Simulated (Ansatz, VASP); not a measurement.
**One calculation of LiF, two programs**

```
CELL_PARAMETERS angstrom
0.00000 1.95358 2.01400
1.95358 0.00000 2.01400
1.95358 1.95358 0.00000
ATOMIC_POSITIONS crystal
Li 0.00000 0.00000 0.00000
F 0.50000 0.50000 0.50000
```

Change from the starting cell: equal xx and yy strain of -3 %, crystal datasets.

Alike in both runs: task electric field gradients; functional LDA; k mesh 10 × 10 × 10; occupations fermi-dirac, width 0.03 eV; no spin polarisation.

|  | VASP | Ansatz |
| --- | --- | --- |
| version | VASP 6.6.1 | Ansatz 0.2.0 |
| potentials or method | VASP PAW LDA potentials, release 64 (Li_sv, F), cutoff 520 eV | all-electron PAW with datasets made for the crystal, scalar-relativistic |

VASP gave:

* gap on the k mesh at the Fermi level (eV): 9.35
* size of Vzz on the site where it differs most (V/Å²): 0.1

Q: Which values does Ansatz return?

A: gap on the k mesh at the Fermi level (eV): 9.34; size of Vzz on the site where it differs most (V/Å²): 0.4.

LDA's correlation is that of Perdew and Zunger in VASP and of Perdew and Wang (1992) in Ansatz. Ansatz ran all-electron here, and VASP with PAW potentials.

Noted on VASP's run: the cutoff is short for stress, so the pressure is rough.
